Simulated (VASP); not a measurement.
# Ti3NO2 (P-62m) in VASP: single point with PBE

Aim: the single point of Ti3NO2 with PBE.

Program: VASP 6.6.1. These are calculated values, not measurements. Logs are shortened: lines on timing, memory, paths and dates and some standing lists are left out, and cuts for length are marked.

## (1) The cell of the first run

Symmetry: P-62m, No. 189, hexagonal system. The conventional cell has a = 4.949 Å, b = 4.949 Å, c = 2.769 Å, α = 90.00°, β = 90.00°, γ = 120.00°. Within 2.9 Å of Ti (site symmetry m2m) lie 2 N at 2.13 Å and 4 O at 2.17 Å and 8 Ti at 2.77 to 2.89 Å. Within 2.9 Å of N (site symmetry -62m) lie 6 Ti at 2.13 Å and 2 N at 2.77 Å and 6 O at 2.86 Å. O (site symmetry -6) has 6 Ti at 2.17 Å and 5 O at 2.77 to 2.86 Å and 3 N at 2.86 Å within 2.9 Å.

## (2) Single point, PBE

POSCAR reads:

```
Ti3NO2
1.0
    4.9488465231      0.0000000000      0.0000000000
   -2.4744232616      4.2858268085      0.0000000000
    0.0000000000      0.0000000000      2.7688654448
Ti N O
3 1 2
Direct
    0.0000000000      0.6735865544      0.0000000000
    0.6735865544      0.0000000000      0.0000000000
    0.3264134456      0.3264134456      0.0000000000
    0.0000000000      0.0000000000      0.5000000000
    0.6666666667      0.3333333333      0.5000000000
    0.3333333333      0.6666666667      0.5000000000
```

INCAR.step1 reads:

```
SYSTEM = Ti3NO2
PREC = Accurate
ENCUT = 520
EDIFF = 1E-7
ISMEAR = 0
SIGMA = 0.1
LREAL = .FALSE.
LASPH = .TRUE.
NELM = 80
ALGO = Normal
ISIF = 2
LWAVE = .FALSE.
LCHARG = .TRUE.
LMAXMIX = 4
GGA = PE
NBANDS = 36
```

KPOINTS.step1 reads:

```
regular mesh
0
G
  12 12 14
  0 0 0
```

INCAR.step2 reads:

```
SYSTEM = Ti3NO2
PREC = Accurate
ENCUT = 520
EDIFF = 1E-7
ISMEAR = -5
SIGMA = 0.1
LREAL = .FALSE.
LASPH = .TRUE.
NELM = 80
ALGO = Normal
ISIF = 2
LWAVE = .FALSE.
LCHARG = .FALSE.
LMAXMIX = 4
GGA = PE
LORBIT = 11
NBANDS = 36
NEDOS = 2001
ICHARG = 11
```

KPOINTS.step2 reads:

```
regular mesh
0
G
  18 18 21
  0 0 0
```

Potentials or basis: VASP PAW PBE potentials, release 64 (Ti_sv, N, O).

On the command line:

```
> cat potpaw_PBE.64/Ti_sv/POTCAR potpaw_PBE.64/N/POTCAR potpaw_PBE.64/O/POTCAR > POTCAR
> cp INCAR.step1 INCAR
> cp KPOINTS.step1 KPOINTS
> mpirun -np 1 vasp_std > vasp.out
> cp INCAR.step2 INCAR
> cp KPOINTS.step2 KPOINTS
> mpirun -np 1 vasp_std > vasp.out
```

OUTCAR:

```text
SYSTEM = Ti3NO2
   PREC = Accurate
   ENCUT = 520
   EDIFF = 1E-7
   ISMEAR = -5
   LREAL = .FALSE.
   LASPH = .TRUE.
   NELM = 80
   ISIF = 2
   GGA = PE
   LORBIT = 11
   ICHARG = 11

 ion  position               nearest neighbor table
   1  0.000  0.674  0.000-   4 2.13   4 2.13   6 2.17   6 2.17   5 2.17   5 2.17   2 2.80   3 2.80
                             2 2.89   3 2.89   3 2.89   2 2.89
   2  0.674  0.000  0.000-   4 2.13   4 2.13   5 2.17   5 2.17   6 2.17   6 2.17   3 2.80   1 2.80
                             1 2.89   3 2.89   3 2.89   1 2.89
   3  0.326  0.326  0.000-   4 2.13   4 2.13   5 2.17   5 2.17   6 2.17   6 2.17   2 2.80   1 2.80
                             1 2.89   2 2.89   1 2.89   2 2.89
   4  0.000  0.000  0.500-   2 2.13   2 2.13   3 2.13   3 2.13   1 2.13   1 2.13
   5  0.667  0.333  0.500-   2 2.17   2 2.17   1 2.17   1 2.17   3 2.17   3 2.17
   6  0.333  0.667  0.500-   1 2.17   1 2.17   2 2.17   2 2.17   3 2.17   3 2.17

  LATTYP: Found a hexagonal cell.
 ALAT       =     4.9488465231
 C/A-ratio  =     0.5594971337

  Lattice vectors:

 A1 = (   4.9488465231,   0.0000000000,   0.0000000000)
 A2 = (  -2.4744232616,   4.2858268085,   0.0000000000)
 A3 = (   0.0000000000,   0.0000000000,   2.7688654448)

Analysis of symmetry for initial positions (statically):
=====================================================================
 Subroutine PRICEL returns:
 Original cell was already a primitive cell.

 Routine SETGRP: Setting up the symmetry group for a
 hexagonal supercell.

 Subroutine GETGRP returns: Found 12 space group operations
 (whereof 12 operations were pure point group operations)
 out of a pool of 24 trial point group operations.

The static configuration has the point symmetry D_3h.

Analysis of symmetry for dynamics (positions and initial velocities):
=====================================================================
 Subroutine PRICEL returns:
 Original cell was already a primitive cell.

 Routine SETGRP: Setting up the symmetry group for a
 hexagonal supercell.

 Subroutine GETGRP returns: Found 12 space group operations
 (whereof 12 operations were pure point group operations)
 out of a pool of 24 trial point group operations.

The dynamic configuration has the point symmetry D_3h.

 Subroutine INISYM returns: Found 12 space group operations
 (whereof 12 operations are pure point group operations),
 and found     1 'primitive' translations

----------------------------------------------------------------------------------------

                                     Primitive cell

  volume of cell :      58.7274

  direct lattice vectors                    reciprocal lattice vectors
     4.948846523  0.000000000  0.000000000     0.202067289  0.116663604  0.000000000
    -2.474423262  4.285826809  0.000000000     0.000000000  0.233327207  0.000000000
     0.000000000  0.000000000  2.768865445     0.000000000  0.000000000  0.361158756

  length of vectors
     4.948846523  4.948846523  2.768865445     0.233327207  0.233327207  0.361158756

  position of ions in fractional coordinates (direct lattice)
     0.000000000  0.673586554  0.000000000
     0.673586554  0.000000000  0.000000000
     0.326413446  0.326413446  0.000000000
     0.000000000  0.000000000  0.500000000
     0.666666667  0.333333333  0.500000000
     0.333333333  0.666666667  0.500000000

  ion indices of the primitive-cell ions
   primitive index   ion index
                 1           1
                 2           2
                 3           3
                 4           4
                 5           5
                 6           6

----------------------------------------------------------------------------------------

 KPOINTS: regular mesh

Automatic generation of k-mesh.
 Grid dimensions read from file:
 generate k-points for:   18   18   21

 Generating k-lattice:

  Cartesian coordinates                     Fractional coordinates (reciprocal lattice)
     0.011225960  0.006481311  0.000000000     0.055555556  0.000000000  0.000000000
     0.000000000  0.012962623  0.000000000     0.000000000  0.055555556  0.000000000
     0.000000000  0.000000000  0.017198036     0.000000000  0.000000000  0.047619048

  Length of vectors
     0.012962623  0.012962623  0.017198036

  Shift w.r.t. Gamma in fractional coordinates (k-lattice)
     0.000000000  0.000000000  0.000000000

 TETIRR: Found   6759 inequivalent tetrahedra from    40824

 Subroutine IBZKPT returns following result:
 ===========================================

 Found    407 irreducible k-points:

 Following reciprocal coordinates:
            Coordinates               Weight
  0.000000  0.000000  0.000000      1.000000
  0.055556  0.000000  0.000000      6.000000
  0.111111  0.000000  0.000000      6.000000
  0.166667  0.000000  0.000000      6.000000
  0.222222  0.000000  0.000000      6.000000
  0.277778 -0.000000  0.000000      6.000000
[... 16 lines left out ...]
  0.333333  0.111111  0.000000     12.000000
  0.388889  0.111111  0.000000     12.000000
 [... further k-points ...]
   k-points           NKPTS =    407   k-points in BZ     NKDIM =    407   number of bands    NBANDS=     36
   number of dos      NEDOS =   2001   number of ions     NIONS =      6
   total plane-waves  NPLWV =  38400
   dimension x,y,z NGX =    40 NGY =   40 NGZ =   24
   dimension x,y,z NGXF=    80 NGYF=   80 NGZF=   48
   ions per type =               3   1   2
   NGX,Y,Z   is equivalent  to a cutoff of  13.44, 13.44, 14.41 a.u.
   NGXF,Y,Z  is equivalent  to a cutoff of  26.87, 26.87, 28.82 a.u.
 SYSTEM =  Ti3NO2
   PREC   = accura    normal or accurate (medium, high low for compatibility)
   ISTART =      0    job   : 0-new  1-cont  2-samecut
   ICHARG =     11    charge: 1-file 2-atom 10-const
   ISPIN  =      1    spin polarized calculation?
   LNONCOLLINEAR =      F non collinear calculations
   LSORBIT =      F    spin-orbit coupling
   LASPH  =      T    aspherical Exc in radial PAW
   ENCUT  =  520.0 eV  38.22 Ry    6.18 a.u.   9.20  9.20  5.15*2*pi/ulx,y,z
   NELM   =     80;   NELMIN=  2; NELMDL=  0     # of ELM steps
   EDIFF  = 0.1E-06   stopping-criterion for ELM
   LREAL  =      F    real-space projection
   EDIFFG = 0.1E-05   stopping-criterion for IOM
   NSW    =      0    number of steps for IOM
   IBRION =     -1    ionic relax: 0-MD 1-quasi-New 2-CG
   NFREE  =      0    steps in history (QN), initial steepest desc. (CG)
   ISIF   =      2    stress and relaxation
   ISYM   =      2    0-nonsym 1-usesym 2-fastsym
   POTIM  = 0.5000    time-step for ionic-motion
   TEBEG  =    0.0;   TEEND  =   0.0 temperature during run
   PSTRESS=    0.0 pullay stress
   NELECT =      53.0000    total number of electrons
   NUPDOWN=      -1.0000    fix difference up-down
   EMIN   =  10.00;   EMAX   =-10.00  energy-range for DOS
   EFERMI =   0.00;   METHOD = LEGACY
   ISMEAR =    -5;   SIGMA  =   0.10  broadening in eV -4-tet -1-fermi 0-gaus
   EFERMI_NEDOS =   21; number of points for ismear=-14 and -15
   IALGO  =     38    algorithm
   IMIX   =      4    mixing-type and parameters
     AMIX     =   0.40;   BMIX     =  1.00
     AMIX_MAG =   1.60;   BMIX_MAG =  1.00
  volume/ion in A,a.u.               =       9.79        66.05
  Fermi-wavevector in a.u.,A,eV,Ry     =   1.582049  2.989639 34.053743  2.502879
  Thomas-Fermi vector in A             =   2.682032
   LORBIT       =     11    0 simple, 1 ext, 2 COOP (PROOUT), +10 PAW based schemes
   GGA     = PE    functional components
   LHFCALC =     F    Hartree Fock is set to
   AEXX    =    0.0000 exact exchange contribution
   IVDW    =     0    specifies the selected vdW correction
   LEPSILON=     F    determine dielectric tensor
   LRPA    =     F    only Hartree local field effects (RPA)
 non-spin polarized calculation
 Fermi weights with tetrahedron method with Bloechl corrections
  energy-cutoff  :      520.00
  volume of cell :       58.73
 maximum number of plane-waves:      1606
 NGX is ok and might be reduce to    40

 number of electron      53.0000008 magnetization

 Free energy of the ion-electron system (eV)
  ---------------------------------------------------
  ext. energy  EPLUGINS =         0.00000000
  ---------------------------------------------------
  free energy    TOTEN  =       -54.64230768 eV

  energy without entropy =      -54.64230768  energy(sigma->0) =      -54.64230768

 E-fermi :  10.4761     XC(G=0): -12.8106

 val. band max:       10.4856516868   @ k =   0.1667   0.0000   0.0476
 cond. band min:      10.4741366261   @ k =   0.2222   0.1667   0.4286
 fundamental gap:     -0.0115150607
 Fermi energy:        10.4761294832

 k-point     1 :       0.0000    0.0000    0.0000
  band No.  band energies     occupation
      1     -46.6625      2.00000
      2     -46.5349      2.00000
      3     -46.5348      2.00000
      4     -23.1650      2.00000
      5     -23.1346      2.00000
      6     -23.0454      2.00000
[... 28 lines left out ...]
     35      13.3422      0.00000
     36      13.3987      0.00000

 k-point     2 :       0.0556    0.0000    0.0000
  band No.  band energies     occupation
      1     -46.6614      2.00000
      2     -46.5355      2.00000
      3     -46.5354      2.00000
      4     -23.1755      2.00000
      5     -23.1504      2.00000
      6     -23.0301      2.00000
[... 28 lines left out ...]
     35      13.2999      0.00000
     36      13.3977      0.00000

 k-point     3 :       0.1111    0.0000    0.0000
  band No.  band energies     occupation
      1     -46.6581      2.00000
      2     -46.5375      2.00000
      3     -46.5368      2.00000
      4     -23.1982      2.00000
      5     -23.1766      2.00000
      6     -22.9959      2.00000
[... 28 lines left out ...]
     35      13.3471      0.00000
     36      13.3838      0.00000

 k-point     4 :       0.1667    0.0000    0.0000
  band No.  band energies     occupation
      1     -46.6527      2.00000
      2     -46.5410      2.00000
      3     -46.5388      2.00000
      4     -23.2264      2.00000
      5     -23.1934      2.00000
      6     -22.9556      2.00000
[... 28 lines left out ...]
     35      13.3973      0.00000
     36      13.4453      0.00000

 k-point     5 :       0.2222    0.0000    0.0000
  band No.  band energies     occupation
      1     -46.6455      2.00000
      2     -46.5460      2.00000
      3     -46.5411      2.00000
      4     -23.2552      2.00000
      5     -23.1966      2.00000
      6     -22.9144      2.00000
[... 655 lines left out ...]
 k-point    22 :       0.2778    0.1111    0.0000
  band No.  band energies     occupation
      1     -46.6242      2.00000
      2     -46.5601      2.00000
      3     -46.5486      2.00000
      4     -23.2835      2.00000
      5     -23.1844      2.00000
      6     -22.8673      2.00000
[... 28 lines left out ...]
     35      13.6278      0.00000
     36      13.7355      0.00000

 k-point    23 :       0.3333    0.1111    0.0000
  band No.  band energies     occupation
      1     -46.6138      2.00000
      2     -46.5688      2.00000
      3     -46.5505      2.00000
      4     -23.2973      2.00000
      5     -23.1487      2.00000
      6     -22.9224      2.00000
[... 28 lines left out ...]
     35      13.6928      0.00000
     36      13.8043      0.00000

 k-point    24 :       0.3889    0.1111    0.0000
  band No.  band energies     occupation
      1     -46.6035      2.00000
      2     -46.5780      2.00000
      3     -46.5516      2.00000
      4     -23.3059      2.00000
      5     -23.1023      2.00000
      6     -22.9856      2.00000
[... 28 lines left out ...]
     35      13.7343      0.00000
     36      13.8422      0.00000

 [... further k-points ...]

------------------------ aborting loop because EDIFF is reached ----------------------------------------

  FORCE on cell =-STRESS in cart. coord.  units (eV):
  Direction    XX          YY          ZZ          XY          YZ          ZX
  --------------------------------------------------------------------------------------
  -------------------------------------------------------------------------------------
  Total        0.1720800      0.1720800      0.1677205     -0.0000000     -0.0000000      0.0000000
  in kB        4.6946204      4.6946204      4.5756865     -0.0000000     -0.0000000      0.0000000
  external PRESSURE =       4.6549758 kB  Pullay stress =       0.0000000 kB

 VOLUME and BASIS-vectors are now :
 -----------------------------------------------------------------------------
  energy-cutoff  :      520.00
  volume of cell :       58.73
      direct lattice vectors                 reciprocal lattice vectors
     4.948846523  0.000000000  0.000000000     0.202067289  0.116663604  0.000000000
    -2.474423262  4.285826809  0.000000000     0.000000000  0.233327207  0.000000000
     0.000000000  0.000000000  2.768865445     0.000000000  0.000000000  0.361158756

 POSITION                                       TOTAL-FORCE (eV/Angst)
 -----------------------------------------------------------------------------------
     -1.66674      2.88688      0.00000        -0.002650      0.004591      0.000000
      3.33348      0.00000      0.00000         0.005301      0.000000      0.000000
      0.80769      1.39895      0.00000        -0.002650     -0.004591      0.000000
      0.00000      0.00000      1.38443         0.000000     -0.000000      0.000000
      2.47442      1.42861      1.38443         0.000000      0.000000      0.000000
     -0.00000      2.85722      1.38443         0.000000     -0.000000      0.000000
 -----------------------------------------------------------------------------------
    total drift:                               -0.000001     -0.000001      0.000000

  FREE ENERGIE OF THE ION-ELECTRON SYSTEM (eV)
  ---------------------------------------------------
  free  energy   TOTEN  =       -54.6423076829 eV

  energy  without entropy=      -54.6423076829  energy(sigma->0) =      -54.64230768

 total charge

# of ion       s       p       d       tot
------------------------------------------
    1        2.175   6.183   2.024  10.382
    2        2.175   6.183   2.024  10.382
    3        2.175   6.183   2.024  10.382
    4        1.245   2.492   0.000   3.737
    5        1.553   3.485   0.000   5.038
    6        1.553   3.485   0.000   5.038
--------------------------------------------------
tot         10.875  28.012   6.072  44.959
```

It took 23 min on 1 thread of Intel Xeon 8259CL, shared host; peak memory 0.74 GiB.

What came out:

| Item | Value |
| --- | --- |
| Valence electrons inside the program's atomic spheres | Ti 10.38; N 3.74; O 5.04 |

Levels at points of the mesh, in eV from the Fermi level:
| k point | band 24 | band 25 | band 26 | band 27 | band 28 | band 29 | band 30 | band 31 |
| --- | --- | --- | --- | --- | --- | --- | --- | --- |
| (0.00, 0.00, 0.00) | -2.73 | -2.11 | 0.43 | 0.43 | 1.43 | 1.43 | 1.44 | 1.44 |
| (0.50, 0.00, 0.00) | -3.11 | -1.70 | -1.13 | -1.12 | 1.29 | 1.84 | 2.26 | 2.36 |

Caveat: an odd number of electrons without spin polarisation forces a metal; a magnetic or distorted state may lie lower; tetrahedron occupations give inexact forces and stress in metals.
